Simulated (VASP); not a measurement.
The system is HfN.

```
Hf N
1.0
     0.00000    2.25600    2.25600
     2.25600    0.00000    2.25600
     2.25600    2.25600    0.00000
Hf N
1 1
Direct
  0.00000 0.00000 0.00000
  0.50000 0.50000 0.50000
```

Base run:

```yaml
Program: VASP 6.6.1
Functional: r2SCAN
Potentials_or_basis: VASP PAW PBE potentials, release 64 (Hf_pv, N)
Cutoff: 660 eV
k_mesh: 7 × 7 × 7
Occupations: methfessel-paxton, width 0.1 eV
Spin: no spin polarisation
```

Its results: pressure 0.1 GPa.

Task: The run is repeated on the same cell with these changes: k mesh from 7 × 7 × 7 to 6 × 6 × 6. What comes out?

Result: Pressure -0.3 GPa.

Caveats: some runs use coarse meshes; the PAW data sets were made with another functional, which shifts forces and pressure a little.
